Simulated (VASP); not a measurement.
# Pb (Fm-3m) in VASP: settings compared

The runs below take Pb through single point, with PBE, BLYP, PBEsol+D4, RPBE+D3(BJ).

Program: VASP 6.6.1. These are calculated values, not measurements. Logs are shortened: lines on timing, memory, paths and dates and some standing lists are left out, and cuts for length are marked.

## (1) The cell of the first run

It takes space group Fm-3m (No. 225, cubic). Conventional cell: a = 4.950 Å, b = 4.950 Å, c = 4.950 Å, α = 90.00°, β = 90.00°, γ = 90.00°. Pb (site symmetry m-3m) has 12 Pb at 3.50 Å within 4.6 Å.

## (2) Single point, PBE

The input, INCAR:

```
SYSTEM = Pb
ALGO     = Normal         ! electronic algorithm
EDIFF    = 1E-6           ! SCF threshold, eV
ENCUT    = 520            ! plane-wave cutoff, eV
GGA      = PE             ! functional
ISIF     = 2              ! what is computed and relaxed
ISMEAR   = 0              ! smearing method
LASPH    = .TRUE.         ! aspherical terms in the spheres
LCHARG   = .FALSE.        ! write CHGCAR
LREAL    = .FALSE.        ! projectors in reciprocal space
LWAVE    = .FALSE.        ! write WAVECAR
NBANDS   = 13             ! bands
NELM     = 80             ! most SCF steps
PREC     = Accurate       ! precision mode
SIGMA    = 0.027000000000000003 ! smearing width, eV
```

The input, KPOINTS:

```
k-points
0
G
  9 9 9
  0 0 0
```

The input, POSCAR:

```
Pb
1.0
    0.0000000000      2.4750200000      2.4750200000
    2.4750200000      0.0000000000      2.4750200000
    2.4750200000      2.4750200000      0.0000000000
Pb
1
Direct
    0.0000000000      0.0000000000      0.0000000000
```

Potentials or basis: VASP PAW PBE potentials, release 64 (Pb_d).

Started as:

```sh
$ cat potpaw_PBE.64/Pb_d/POTCAR > POTCAR
$ mpirun -np 1 vasp_std > vasp.out
```

OUTCAR:

```text
SYSTEM = Pb
   EDIFF = 1E-6
   ENCUT = 520
   GGA = PE
   ISIF = 2
   ISMEAR = 0
   LASPH = .TRUE.
   LREAL = .FALSE.
   NELM = 80
   PREC = Accurate

 ion  position               nearest neighbor table
   1  0.000  0.000  0.000-

  LATTYP: Found a face centered cubic cell.
 ALAT       =     4.9500400000

  Lattice vectors:

 A1 = (   0.0000000000,   2.4750200000,   2.4750200000)
 A2 = (   2.4750200000,   0.0000000000,   2.4750200000)
 A3 = (   2.4750200000,   2.4750200000,   0.0000000000)

Analysis of symmetry for initial positions (statically):
[... 5 lines left out ...]
 face centered cubic supercell.

 Subroutine GETGRP returns: Found 48 space group operations
 (whereof 48 operations were pure point group operations)
 out of a pool of 48 trial point group operations.

The static configuration has the point symmetry O_h .

Analysis of symmetry for dynamics (positions and initial velocities):
[... 5 lines left out ...]
 face centered cubic supercell.

 Subroutine GETGRP returns: Found 48 space group operations
 (whereof 48 operations were pure point group operations)
 out of a pool of 48 trial point group operations.

The dynamic configuration has the point symmetry O_h .

 Subroutine INISYM returns: Found 48 space group operations
 (whereof 48 operations are pure point group operations),
 and found     1 'primitive' translations

----------------------------------------------------------------------------------------

                                     Primitive cell

  volume of cell :      30.3226

  direct lattice vectors                    reciprocal lattice vectors
     0.000000000  2.475020000  2.475020000    -0.202018570  0.202018570  0.202018570
     2.475020000  0.000000000  2.475020000     0.202018570 -0.202018570  0.202018570
     2.475020000  2.475020000  0.000000000     0.202018570  0.202018570 -0.202018570

  length of vectors
     3.500206851  3.500206851  3.500206851     0.349906427  0.349906427  0.349906427

  position of ions in fractional coordinates (direct lattice)
     0.000000000  0.000000000  0.000000000

  ion indices of the primitive-cell ions
   primitive index   ion index
                 1           1

----------------------------------------------------------------------------------------

 KPOINTS: k-points

Automatic generation of k-mesh.
 Grid dimensions read from file:
 generate k-points for:    9    9    9

 Generating k-lattice:

  Cartesian coordinates                     Fractional coordinates (reciprocal lattice)
    -0.022446508  0.022446508  0.022446508     0.111111111  0.000000000  0.000000000
     0.022446508 -0.022446508  0.022446508     0.000000000  0.111111111  0.000000000
     0.022446508  0.022446508 -0.022446508     0.000000000  0.000000000  0.111111111

  Length of vectors
     0.038878492  0.038878492  0.038878492

  Shift w.r.t. Gamma in fractional coordinates (k-lattice)
     0.000000000  0.000000000  0.000000000

 Subroutine IBZKPT returns following result:
 ===========================================

 Found     35 irreducible k-points:

 Following reciprocal coordinates:
            Coordinates               Weight
  0.000000  0.000000  0.000000      1.000000
  0.111111  0.000000  0.000000      8.000000
  0.222222  0.000000  0.000000      8.000000
  0.333333  0.000000  0.000000      8.000000
  0.444444  0.000000  0.000000      8.000000
  0.111111  0.111111  0.000000      6.000000
[... 16 lines left out ...]
 -0.333333  0.333333  0.000000     12.000000
  0.444444  0.444444  0.000000      6.000000
 [... further k-points ...]
   k-points           NKPTS =     35   k-points in BZ     NKDIM =     35   number of bands    NBANDS=     13
   number of dos      NEDOS =    301   number of ions     NIONS =      1
   total plane-waves  NPLWV =  21952
   dimension x,y,z NGX =    28 NGY =   28 NGZ =   28
   dimension x,y,z NGXF=    56 NGYF=   56 NGZF=   56
   ions per type =               1
   NGX,Y,Z   is equivalent  to a cutoff of  13.30, 13.30, 13.30 a.u.
   NGXF,Y,Z  is equivalent  to a cutoff of  26.60, 26.60, 26.60 a.u.
 SYSTEM =  Pb
   PREC   = accura    normal or accurate (medium, high low for compatibility)
   ISTART =      0    job   : 0-new  1-cont  2-samecut
   ICHARG =      2    charge: 1-file 2-atom 10-const
   ISPIN  =      1    spin polarized calculation?
   LNONCOLLINEAR =      F non collinear calculations
   LSORBIT =      F    spin-orbit coupling
   LASPH  =      T    aspherical Exc in radial PAW
   ENCUT  =  520.0 eV  38.22 Ry    6.18 a.u.   6.51  6.51  6.51*2*pi/ulx,y,z
   NELM   =     80;   NELMIN=  2; NELMDL= -5     # of ELM steps
   EDIFF  = 0.1E-05   stopping-criterion for ELM
   LREAL  =      F    real-space projection
   EDIFFG = 0.1E-04   stopping-criterion for IOM
   NSW    =      0    number of steps for IOM
   IBRION =     -1    ionic relax: 0-MD 1-quasi-New 2-CG
   NFREE  =      0    steps in history (QN), initial steepest desc. (CG)
   ISIF   =      2    stress and relaxation
   ISYM   =      2    0-nonsym 1-usesym 2-fastsym
   POTIM  = 0.5000    time-step for ionic-motion
   TEBEG  =    0.0;   TEEND  =   0.0 temperature during run
   PSTRESS=    0.0 pullay stress
   NELECT =      14.0000    total number of electrons
   NUPDOWN=      -1.0000    fix difference up-down
   EMIN   =  10.00;   EMAX   =-10.00  energy-range for DOS
   EFERMI =   0.00;   METHOD = LEGACY
   ISMEAR =     0;   SIGMA  =   0.03  broadening in eV -4-tet -1-fermi 0-gaus
   EFERMI_NEDOS =   21; number of points for ismear=-14 and -15
   IALGO  =     38    algorithm
   IMIX   =      4    mixing-type and parameters
     AMIX     =   0.40;   BMIX     =  1.00
     AMIX_MAG =   1.60;   BMIX_MAG =  1.00
  volume/ion in A,a.u.               =      30.32       204.63
  Fermi-wavevector in a.u.,A,eV,Ry     =   1.265306  2.391081 21.782907  1.600999
  Thomas-Fermi vector in A             =   2.398566
   LORBIT       =      0    0 simple, 1 ext, 2 COOP (PROOUT), +10 PAW based schemes
   GGA     = PE    functional components
   LHFCALC =     F    Hartree Fock is set to
   AEXX    =    0.0000 exact exchange contribution
   IVDW    =     0    specifies the selected vdW correction
   LEPSILON=     F    determine dielectric tensor
   LRPA    =     F    only Hartree local field effects (RPA)
 non-spin polarized calculation
 Gauss-broadening in eV      SIGMA  =   0.03
  energy-cutoff  :      520.00
  volume of cell :       30.32
 maximum number of plane-waves:       869
 NGX is ok and might be reduce to    28
   NGX = 13   NGY = 13   NGZ = 13

 number of electron      13.9999999 magnetization

 Free energy of the ion-electron system (eV)
  ---------------------------------------------------
  ext. energy  EPLUGINS =         0.00000000
  ---------------------------------------------------
  free energy    TOTEN  =        -3.56836285 eV

  energy without entropy =       -3.56786409  energy(sigma->0) =       -3.56811347

 E-fermi :   7.1443     XC(G=0): -10.1860

 val. band max:        6.9152789987   @ k =  -0.3333   0.3333   0.1111
 cond. band min:       7.1463347823   @ k =  -0.2222   0.3333   0.1111
 fundamental gap:      0.2310557836
 Fermi energy:         7.1443371325

 k-point     1 :       0.0000    0.0000    0.0000
  band No.  band energies     occupation
      1      -9.7946      2.00000
      2      -9.7946      2.00000
      3      -9.7946      2.00000
      4      -9.6545      2.00000
      5      -9.6545      2.00000
      6      -4.4738      2.00000
      7      14.6989      0.00000
      8      14.6989      0.00000
      9      14.6989      0.00000
     10      17.0446      0.00000
     11      18.6199      0.00000
     12      19.7651      0.00000
     13      19.7651      0.00000

 k-point     2 :       0.1111    0.0000    0.0000
  band No.  band energies     occupation
      1      -9.7952      2.00000
      2      -9.7782      2.00000
      3      -9.7782      2.00000
      4      -9.6545      2.00000
      5      -9.6545      2.00000
      6      -4.2360      2.00000
      7      12.3296      0.00000
      8      14.4167      0.00000
      9      14.4167      0.00000
     10      16.6520      0.00000
     11      19.5951      0.00000
     12      20.2688      0.00000
     13      20.2688      0.00000

 k-point     3 :       0.2222    0.0000    0.0000
  band No.  band energies     occupation
      1      -9.8003      2.00000
      2      -9.7587      2.00000
      3      -9.7587      2.00000
      4      -9.6319      2.00000
      5      -9.6319      2.00000
      6      -3.5244      2.00000
      7       8.8628      0.00000
      8      13.8173      0.00000
      9      13.8173      0.00000
     10      16.3081      0.00000
     11      19.1405      0.00000
     12      19.8939      0.00000
     13      19.8939      0.00000

 k-point     4 :       0.3333    0.0000    0.0000
  band No.  band energies     occupation
      1      -9.8117      2.00000
      2      -9.7682      2.00000
      3      -9.7682      2.00000
      4      -9.5731      2.00000
      5      -9.5731      2.00000
      6      -2.3829      2.00000
      7       5.7473      2.00000
      8      13.2446      0.00000
      9      13.2446      0.00000
     10      16.2137      0.00000
     11      17.8420      0.00000
     12      18.9979      0.00000
     13      18.9979      0.00000

 k-point     5 :       0.4444    0.0000    0.0000
  band No.  band energies     occupation
      1      -9.8218      2.00000
      2      -9.7815      2.00000
      3      -9.7815      2.00000
      4      -9.5267      2.00000
      5      -9.5267      2.00000
      6      -1.1187      2.00000
      7       3.4731      2.00000
      8      12.9063      0.00000
      9      12.9063      0.00000
     10      16.3942      0.00000
     11      16.9611      0.00000
     12      18.5419      0.00000
     13      18.5419      0.00000
[... 257 lines left out ...]
 k-point    22 :      -0.4444    0.3333    0.0000
  band No.  band energies     occupation
      1      -9.8859      2.00000
      2      -9.7840      2.00000
      3      -9.5947      2.00000
      4      -9.5741      2.00000
      5      -9.5140      2.00000
      6       0.2594      2.00000
      7       4.8449      2.00000
      8       6.8336      2.00000
      9      10.1594      0.00000
     10      13.7026      0.00000
     11      17.9154      0.00000
     12      23.3978      0.00000
     13      23.5267      0.00000

 k-point    23 :      -0.3333    0.3333    0.0000
  band No.  band energies     occupation
      1      -9.8495      2.00000
      2      -9.6917      2.00000
      3      -9.6449      2.00000
      4      -9.6224      2.00000
      5      -9.5582      2.00000
      6       0.1130      2.00000
      7       5.4671      2.00000
      8       5.7369      2.00000
      9      10.9410      0.00000
     10      14.1950      0.00000
     11      21.0316      0.00000
     12      22.6564      0.00000
     13      22.6781      0.00000

 k-point    24 :       0.4444    0.4444    0.0000
  band No.  band energies     occupation
      1      -9.9529      2.00000
      2      -9.8611      2.00000
      3      -9.5347      2.00000
      4      -9.4959      2.00000
      5      -9.4959      2.00000
      6       0.1218      2.00000
      7       4.5682      2.00000
      8       9.4311      0.00000
      9       9.4311      0.00000
     10      12.7575      0.00000
     11      13.9743      0.00000
     12      25.5436      0.00000
     13      27.2385      0.00000

 [... further k-points ...]
[... 5 lines left out ...]
  --------------------------------------------------------------------------------------
  -------------------------------------------------------------------------------------
  Total        0.4136325      0.4136325      0.4136325     -0.0000000      0.0000000     -0.0000000
  in kB       21.8554163     21.8554163     21.8554163     -0.0000000      0.0000000     -0.0000000
  external PRESSURE =      21.8554163 kB  Pullay stress =       0.0000000 kB

 VOLUME and BASIS-vectors are now :
 -----------------------------------------------------------------------------
  energy-cutoff  :      520.00
  volume of cell :       30.32
      direct lattice vectors                 reciprocal lattice vectors
     0.000000000  2.475020000  2.475020000    -0.202018570  0.202018570  0.202018570
     2.475020000  0.000000000  2.475020000     0.202018570 -0.202018570  0.202018570
     2.475020000  2.475020000  0.000000000     0.202018570  0.202018570 -0.202018570

 POSITION                                       TOTAL-FORCE (eV/Angst)
 -----------------------------------------------------------------------------------
      0.00000      0.00000      0.00000         0.000000      0.000000      0.000000
 -----------------------------------------------------------------------------------
    total drift:                               -0.000000     -0.000000     -0.000000

  FREE ENERGIE OF THE ION-ELECTRON SYSTEM (eV)
  ---------------------------------------------------
  free  energy   TOTEN  =        -3.5683628535 eV

  energy  without entropy=       -3.5678640894  energy(sigma->0) =       -3.56811347
```

Wall time 6.3 s (1 thread of Intel Xeon 6975P-C (Granite Rapids), shared host); peak memory 0.16 GiB.

Results:

```yaml
Free_energy: -3.5684 eV
Pressure: 2.2 GPa
Band_gap_on_the_k_mesh: zero (band 7 reaches 14.70 eV, above the bottom of band 8 at 5.74 eV)
```

Caveat: spin-orbit coupling is left out, which moves the levels of the heavy elements.

## (3) Single point, BLYP

The input, INCAR:

```
SYSTEM = Pb
AGGAC = 1.0
AGGAX = 1.0
ALDAC = 0.0
ALDAX = 1.0
ALGO = Normal
EDIFF = 1E-6
ENCUT = 520
GGA = B5
ISIF = 2
ISMEAR = -1
LASPH = .TRUE.
LCHARG = .TRUE.
LELF = .TRUE.
LREAL = .FALSE.
LVHAR = .TRUE.
LWAVE = .FALSE.
NBANDS = 13
NELM = 80
PREC = Accurate
SIGMA = 0.05
```

KPOINTS is that of step 2.

POSCAR is that of step 2.

Potentials or basis: VASP PAW PBE potentials, release 64 (Pb_d).

Started as:

```sh
$ cat potpaw_PBE.64/Pb_d/POTCAR > POTCAR
$ mpirun -np 1 vasp_std > vasp.out
```

OUTCAR:

```text
SYSTEM = Pb
   EDIFF = 1E-6
   ENCUT = 520
   GGA = B5
   ISIF = 2
   ISMEAR = -1
   LASPH = .TRUE.
   LREAL = .FALSE.
   NELM = 80
   PREC = Accurate

 ion  position               nearest neighbor table
   1  0.000  0.000  0.000-

  LATTYP: Found a face centered cubic cell.
 ALAT       =     4.9500400000

  Lattice vectors:

 A1 = (   0.0000000000,   2.4750200000,   2.4750200000)
 A2 = (   2.4750200000,   0.0000000000,   2.4750200000)
 A3 = (   2.4750200000,   2.4750200000,   0.0000000000)

Analysis of symmetry for initial positions (statically):
[... 5 lines left out ...]
 face centered cubic supercell.

 Subroutine GETGRP returns: Found 48 space group operations
 (whereof 48 operations were pure point group operations)
 out of a pool of 48 trial point group operations.

The static configuration has the point symmetry O_h .

Analysis of symmetry for dynamics (positions and initial velocities):
[... 5 lines left out ...]
 face centered cubic supercell.

 Subroutine GETGRP returns: Found 48 space group operations
 (whereof 48 operations were pure point group operations)
 out of a pool of 48 trial point group operations.

The dynamic configuration has the point symmetry O_h .

 Subroutine INISYM returns: Found 48 space group operations
 (whereof 48 operations are pure point group operations),
 and found     1 'primitive' translations

[... 144 lines left out ...]
 fundamental gap:      0.2363983352
 Fermi energy:         7.6587655277

 k-point     1 :       0.0000    0.0000    0.0000
  band No.  band energies     occupation
      1      -9.3041      2.00000
      2      -9.3041      2.00000
      3      -9.3041      2.00000
      4      -9.1616      2.00000
      5      -9.1616      2.00000
      6      -4.0104      2.00000
      7      15.0153      0.00000
      8      15.0153      0.00000
      9      15.0153      0.00000
     10      17.8278      0.00000
     11      19.5914      0.00000
     12      20.3913      0.00000
     13      20.3913      0.00000
[... 354 lines left out ...]
  band No.  band energies     occupation
      1      -9.4623      2.00000
      2      -9.3681      2.00000
      3      -9.0395      2.00000
      4      -9.0006      2.00000
      5      -9.0006      2.00000
      6       0.5013      2.00000
      7       5.0861      2.00000
      8       9.8637      0.00000
      9       9.8637      0.00000
     10      13.6350      0.00000
     11      14.7498      0.00000
     12      25.9881      0.00000
     13      27.7772      0.00000

 [... further k-points ...]
[... 5 lines left out ...]
  --------------------------------------------------------------------------------------
  -------------------------------------------------------------------------------------
  Total        1.1348958      1.1348958      1.1348958     -0.0000000     -0.0000000     -0.0000000
  in kB       59.9653566     59.9653566     59.9653566     -0.0000000     -0.0000000     -0.0000000
  external PRESSURE =      59.9653566 kB  Pullay stress =       0.0000000 kB

 VOLUME and BASIS-vectors are now :
 -----------------------------------------------------------------------------
  energy-cutoff  :      520.00
  volume of cell :       30.32
      direct lattice vectors                 reciprocal lattice vectors
     0.000000000  2.475020000  2.475020000    -0.202018570  0.202018570  0.202018570
     2.475020000  0.000000000  2.475020000     0.202018570 -0.202018570  0.202018570
     2.475020000  2.475020000  0.000000000     0.202018570  0.202018570 -0.202018570

 POSITION                                       TOTAL-FORCE (eV/Angst)
 -----------------------------------------------------------------------------------
      0.00000      0.00000      0.00000         0.000000     -0.000000      0.000000
 -----------------------------------------------------------------------------------
    total drift:                               -0.000000     -0.000000     -0.000000

  FREE ENERGIE OF THE ION-ELECTRON SYSTEM (eV)
  ---------------------------------------------------
  free  energy   TOTEN  =        -2.8140203996 eV

  energy  without entropy=       -2.8106664175  energy(sigma->0) =       -2.81234341
```

Run time: 11 s. Hardware: 1 thread of Intel Xeon 6975P-C (Granite Rapids), shared host; peak memory 0.16 GiB.

Results:

```
Free energy            : -2.8140 eV
Pressure               : 6.0 GPa
Band gap on the k mesh : zero (band 7 reaches 15.02 eV, above the bottom of band 8 at 6.27 eV)
```

Levels at points of the mesh, in eV from the Fermi level:
```tsv
k point	band 5	band 6	band 7	band 8	band 9	band 10
(0.00, 0.00, 0.00)	-16.82	-11.67	7.36	7.36	7.36	10.17
```

Caveat: the PAW data sets were made with another functional, which shifts forces and pressure a little; spin-orbit coupling is left out, which moves the levels of the heavy elements.

## (4) Single point, PBE

The input, INCAR:

```
SYSTEM = Pb
PREC = Accurate
ENCUT = 520
EDIFF = 1E-6
ISMEAR = 0
SIGMA = 0.012
LREAL = .False.
LASPH = .True.
NELM = 100
ALGO = Normal
ISIF = 2
LWAVE = .False.
LCHARG = .False.
GGA = PE
NBANDS = 13
```

The input, KPOINTS:

```
regular mesh
0
Gamma
  9 9 9
  0 0 0
```

POSCAR is that of step 3.

Started as:

```sh
$ cat potpaw_PBE.64/Pb_d/POTCAR > POTCAR
$ mpirun -np 1 vasp_std > vasp.out
```

Run time: 6.3 s. Hardware: 1 thread of Intel Xeon 6975P-C (Granite Rapids), shared host; peak memory 0.16 GiB.

Results (log left out):

* Free energy: -3.5681 eV
* Pressure: 2.2 GPa
* Band gap on the k mesh: zero (band 7 reaches 14.70 eV, above the bottom of band 8 at 5.74 eV)

Levels at points of the mesh, in eV from the Fermi level:
```tsv
k point	band 5	band 6	band 7	band 8	band 9	band 10
(0.00, 0.00, 0.00)	-16.80	-11.62	7.55	7.55	7.55	9.90
```

Caveat: spin-orbit coupling is left out, which moves the levels of the heavy elements.

(Part 1 of 2 ends here.)
